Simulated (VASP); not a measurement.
# SiC (Moissanite) (P6_3mc) in VASP: notebook, part 2 of 2

VASP 6.6.1. Earlier steps stand in the parts before.

### Step 4. Single point, PBE

This run uses another cell than the first one, of 10.34 Å³/atom, 1.074 times its volume.

Input file INCAR:

```
SYSTEM = SiC
ALGO     = Normal         ! electronic algorithm
EDIFF    = 1E-7           ! SCF threshold, eV
ENCUT    = 520            ! plane-wave cutoff, eV
GGA      = PE             ! functional
ISIF     = 2              ! what is computed and relaxed
ISMEAR   = 0              ! smearing method
LASPH    = .TRUE.         ! aspherical terms in the spheres
LCHARG   = .FALSE.        ! write CHGCAR
LREAL    = .FALSE.        ! projectors in reciprocal space
LWAVE    = .FALSE.        ! write WAVECAR
NBANDS   = 16             ! bands
NELM     = 80             ! most SCF steps
PREC     = Accurate       ! precision mode
SIGMA    = 0.012          ! smearing width, eV
```

Input file KPOINTS:

```
k-points
0
G
  10 10 5
  0 0 0
```

Input file POSCAR:

```
SiC
1.0
    3.0760000000      0.0000000000      0.0000000000
   -1.5380000000      2.6638941420      0.0000000000
    0.0000000000      0.0000000000      5.0480000000
Si C
2 2
Direct
    0.6666666667      0.3333333333      0.5000000000
    0.3333333333      0.6666666667      0.0000000000
    0.6666666667      0.3333333333      0.8850000000
    0.3333333333      0.6666666667      0.3850000000
```

Potentials or basis: VASP PAW PBE potentials, release 64 (Si, C).

Launch:

```
> cat potpaw_PBE.64/Si/POTCAR potpaw_PBE.64/C/POTCAR > POTCAR
> mpirun -np 1 vasp_std > vasp.out
```

OUTCAR:

```text
SYSTEM = SiC
   EDIFF = 1E-7
   ENCUT = 520
   GGA = PE
   ISIF = 2
   ISMEAR = 0
   LASPH = .TRUE.
   LREAL = .FALSE.
   NELM = 80
   PREC = Accurate

 ion  position               nearest neighbor table
   1  0.667  0.333  0.500-   4 1.87   4 1.87   4 1.87   3 1.94   2 3.09   2 3.09   2 3.09   2 3.09
                             2 3.09   2 3.09
   2  0.333  0.667  0.000-   3 1.87   3 1.87   3 1.87   4 1.94   1 3.09   1 3.09   1 3.09   1 3.09
                             1 3.09   1 3.09
   3  0.667  0.333  0.885-   2 1.87   2 1.87   2 1.87   1 1.94
   4  0.333  0.667  0.385-   1 1.87   1 1.87   1 1.87   2 1.94

  LATTYP: Found a hexagonal cell.
 ALAT       =     3.0760000000
 C/A-ratio  =     1.6410923277

  Lattice vectors:

 A1 = (   3.0760000000,   0.0000000000,   0.0000000000)
 A2 = (  -1.5380000000,   2.6638941420,   0.0000000000)
 A3 = (   0.0000000000,   0.0000000000,   5.0480000000)

Analysis of symmetry for initial positions (statically):
=====================================================================
 Subroutine PRICEL returns:
 Original cell was already a primitive cell.

 Routine SETGRP: Setting up the symmetry group for a
 hexagonal supercell.

 Subroutine GETGRP returns: Found 12 space group operations
 (whereof  6 operations were pure point group operations)
 out of a pool of 24 trial point group operations.

The static configuration has the point symmetry C_3v.
 The point group associated with its full space group is C_6v.

Analysis of symmetry for dynamics (positions and initial velocities):
=====================================================================
 Subroutine PRICEL returns:
 Original cell was already a primitive cell.

 Routine SETGRP: Setting up the symmetry group for a
 hexagonal supercell.
[... 122 lines left out ...]
   NUPDOWN=      -1.0000    fix difference up-down
   EMIN   =  10.00;   EMAX   =-10.00  energy-range for DOS
   EFERMI =   0.00;   METHOD = LEGACY
   ISMEAR =     0;   SIGMA  =   0.01  broadening in eV -4-tet -1-fermi 0-gaus
   EFERMI_NEDOS =   21; number of points for ismear=-14 and -15
   IALGO  =     38    algorithm
   IMIX   =      4    mixing-type and parameters
     AMIX     =   0.40;   BMIX     =  1.00
     AMIX_MAG =   1.60;   BMIX_MAG =  1.00
  volume/ion in A,a.u.               =      10.34        69.78
  Fermi-wavevector in a.u.,A,eV,Ry     =   1.192817  2.254098 19.358549  1.422813
  Thomas-Fermi vector in A             =   2.328847
   LORBIT       =      0    0 simple, 1 ext, 2 COOP (PROOUT), +10 PAW based schemes
   GGA     = PE    functional components
   LHFCALC =     F    Hartree Fock is set to
   AEXX    =    0.0000 exact exchange contribution
   IVDW    =     0    specifies the selected vdW correction
   LEPSILON=     F    determine dielectric tensor
   LRPA    =     F    only Hartree local field effects (RPA)
 non-spin polarized calculation
 Gauss-broadening in eV      SIGMA  =   0.01
  energy-cutoff  :      520.00
  volume of cell :       41.36
 maximum number of plane-waves:      1132
 NGX is ok and might be reduce to    24
   NGX = 11   NGY = 11   NGZ = 19

 number of electron      16.0000000 magnetization

 Free energy of the ion-electron system (eV)
  ---------------------------------------------------
  ext. energy  EPLUGINS =         0.00000000
  ---------------------------------------------------
  free energy    TOTEN  =       -30.06707777 eV

  energy without entropy =      -30.06707777  energy(sigma->0) =      -30.06707777

 E-fermi :   8.4889     XC(G=0): -11.3484

 val. band max:        8.4096343321   @ k =   0.0000   0.0000   0.0000
 cond. band min:      10.8892039162   @ k =   0.3000   0.3000   0.0000
 fundamental gap:      2.4795695841
 Fermi energy:         8.4888608462

 k-point     1 :       0.0000    0.0000    0.0000
  band No.  band energies     occupation
      1      -7.3150      2.00000
      2      -3.8127      2.00000
      3      -0.2831      2.00000
      4       6.8535      2.00000
      5       6.8535      2.00000
      6       8.1340      2.00000
[... 433 lines left out ...]
      3       0.1143      2.00000
      4       1.5913      2.00000
      5       3.6622      2.00000
      6       4.4739      2.00000
[... 8 lines left out ...]
     15      19.7590      0.00000
     16      21.0925      0.00000

 [... further k-points ...]
[... 5 lines left out ...]
  --------------------------------------------------------------------------------------
  -------------------------------------------------------------------------------------
  Total        1.3563147      1.3563147      0.1068165      0.0000000     -0.0000000      0.0000000
  in kB       52.5349599     52.5349599      4.1373871      0.0000000     -0.0000000      0.0000000
  external PRESSURE =      36.4024356 kB  Pullay stress =       0.0000000 kB

 VOLUME and BASIS-vectors are now :
 -----------------------------------------------------------------------------
  energy-cutoff  :      520.00
  volume of cell :       41.36
      direct lattice vectors                 reciprocal lattice vectors
     3.076000000  0.000000000  0.000000000     0.325097529  0.187695146  0.000000000
    -1.538000000  2.663894142  0.000000000     0.000000000  0.375390292  0.000000000
     0.000000000  0.000000000  5.048000000     0.000000000  0.000000000  0.198098257

 POSITION                                       TOTAL-FORCE (eV/Angst)
 -----------------------------------------------------------------------------------
      1.53800      0.88796      2.52400        -0.000000      0.000000      0.752780
     -0.00000      1.77593      0.00000         0.000000      0.000000      0.752780
      1.53800      0.88796      4.46748         0.000000     -0.000000     -0.752780
     -0.00000      1.77593      1.94348        -0.000000      0.000000     -0.752780
 -----------------------------------------------------------------------------------
    total drift:                                0.000000      0.000000     -0.000275

  FREE ENERGIE OF THE ION-ELECTRON SYSTEM (eV)
  ---------------------------------------------------
  free  energy   TOTEN  =       -30.0670777711 eV

  energy  without entropy=      -30.0670777711  energy(sigma->0) =      -30.06707777
```

OSZICAR:

```text
N       E                     dE             d eps       ncg     rms          rms(c)
DAV:   1     0.238075404104E+02    0.23808E+02   -0.70547E+03  1344   0.889E+02
DAV:   2    -0.314888264733E+02   -0.55296E+02   -0.50703E+02  1960   0.156E+02
DAV:   3    -0.337949465259E+02   -0.23061E+01   -0.22993E+01  1760   0.297E+01
DAV:   4    -0.338111872726E+02   -0.16241E-01   -0.16238E-01  1656   0.307E+00
DAV:   5    -0.338113490763E+02   -0.16180E-03   -0.16180E-03  1768   0.288E-01    0.125E+01
DAV:   6    -0.301558446195E+02    0.36555E+01   -0.65409E+00  1712   0.157E+01    0.564E+00
DAV:   7    -0.300848498303E+02    0.70995E-01   -0.11238E+00  1896   0.618E+00    0.249E+00
DAV:   8    -0.300682599545E+02    0.16590E-01   -0.47443E-02  1480   0.139E+00    0.630E-01
DAV:   9    -0.300667283068E+02    0.15316E-02   -0.76080E-03  1808   0.591E-01    0.123E-01
DAV:  10    -0.300670486126E+02   -0.32031E-03   -0.10240E-03  1632   0.186E-01    0.577E-02
DAV:  11    -0.300670763004E+02   -0.27688E-04   -0.93602E-05  1592   0.689E-02    0.136E-02
DAV:  12    -0.300670771964E+02   -0.89601E-06   -0.66107E-06  1768   0.164E-02    0.402E-03
DAV:  13    -0.300670777694E+02   -0.57298E-06   -0.57554E-07  1632   0.489E-03    0.268E-03
DAV:  14    -0.300670777711E+02   -0.17289E-08   -0.22857E-08  1016   0.105E-03
   1 F= -.30067078E+02 E0= -.30067078E+02  d E =-.158891E-23
```

stdout:

```text
POSCAR found type information on POSCAR SiC
 POSCAR found :  2 types and       4 ions
 scaLAPACK will be used
 LDA part: xc-table for (Slater+PW92), standard interpolation
 POSCAR, INCAR and KPOINTS ok, starting setup
 FFT: planning ... GRIDC
 FFT: planning ... GRID_SOFT
 FFT: planning ... GRID
 WAVECAR not read
 entering main loop
```

Run time: 16 s. Hardware: 1 thread of AMD EPYC 9R45 (Zen 5), shared host; peak memory 0.13 GiB.

Results:

| Quantity | Value |
| --- | --- |
| Free energy | -30.0671 eV |
| Pressure | 3.6 GPa |
| Largest force | 0.753 eV/Å |
| Band gap on the k mesh | 2.48 eV, indirect (least direct gap 4.08 eV) |

Forces in eV/Å, atoms in the order of the input:
```
Si   0.000  0.000  0.753
Si   0.000  0.000  0.753
C    0.000  0.000 -0.753
C    0.000  0.000 -0.753
```

Stress tensor (GPa, compression positive):
```
5.25 0.00 0.00
0.00 5.25 0.00
0.00 0.00 0.41
```

Levels at points of the mesh, in eV from the valence-band top:
| k point | band 6 | band 7 | band 8 | band 9 | band 10 | band 11 |
| --- | --- | --- | --- | --- | --- | --- |
| (0.00, 0.00, 0.00) | -0.28 | -0.28 | 0.00 | 4.62 | 6.03 | 6.51 |
| (0.50, 0.00, 0.00) | -3.54 | -3.26 | -1.49 | 2.59 | 4.20 | 6.74 |

A k mesh can miss the band edges. Expect the measured gap to be larger: semilocal functionals such as PBE lack the derivative discontinuity.

### Step 5. Summary

```tsv
level	cell	smearing	gap on the mesh (eV)	pressure (GPa)
RPBE+D3(BJ)	a = 3.006, b = 3.006, c = 4.924 Å, angles 90.0, 90.0, 120.0°, 4 atoms	fermi-dirac 0.05 eV	2.36	-0.7
RPBE+D4	a = 3.060, b = 3.060, c = 5.024 Å, angles 90.0, 90.0, 120.0°, 4 atoms	fermi-dirac 0.05 eV	2.44	-0.6
PBE	a = 3.076, b = 3.076, c = 5.048 Å, angles 90.0, 90.0, 120.0°, 4 atoms	gaussian 0.012 eV	2.48	3.6
```

Alike in all rows: task single point; potentials or basis VASP PAW PBE potentials, release 64 (Si, C); no spin polarisation; k mesh 10 × 10 × 5; cutoff (eV) 520.

Caveats: the PAW data sets were made with another functional, which shifts forces and pressure a little (some runs).

Absolute energies hang on the potentials; compare differences alone.
